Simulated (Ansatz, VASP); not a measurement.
# Pd in VASP and in Ansatz

```
Pd
1.0
     0.00000    1.88139    1.88139
     1.88139    0.00000    1.88139
     1.88139    1.88139    0.00000
Pd
1
Direct
  0.00000 0.00000 0.00000
```

Change from the starting cell: volume scaled by 0.94, LAPW.

Alike in both runs: task single point; functional LDA; k mesh 19 × 19 × 19; occupations fermi-dirac, width 0.08 eV; no spin polarisation.

|  | VASP | Ansatz |
| --- | --- | --- |
| version | VASP 6.6.1 | Ansatz 0.2.0 |
| potentials or method | VASP PAW LDA potentials, release 64 (Pd), cutoff 500 eV | all-electron LAPW, scalar-relativistic |

|  | VASP | Ansatz | Ansatz less VASP |
| --- | --- | --- | --- |
| pressure (GPa) | 16.9 | 16.5 | -0.38 |

LDA's correlation is that of Perdew and Zunger in VASP and of Perdew and Wang (1992) in Ansatz. Ansatz ran all-electron here, and VASP with PAW potentials.
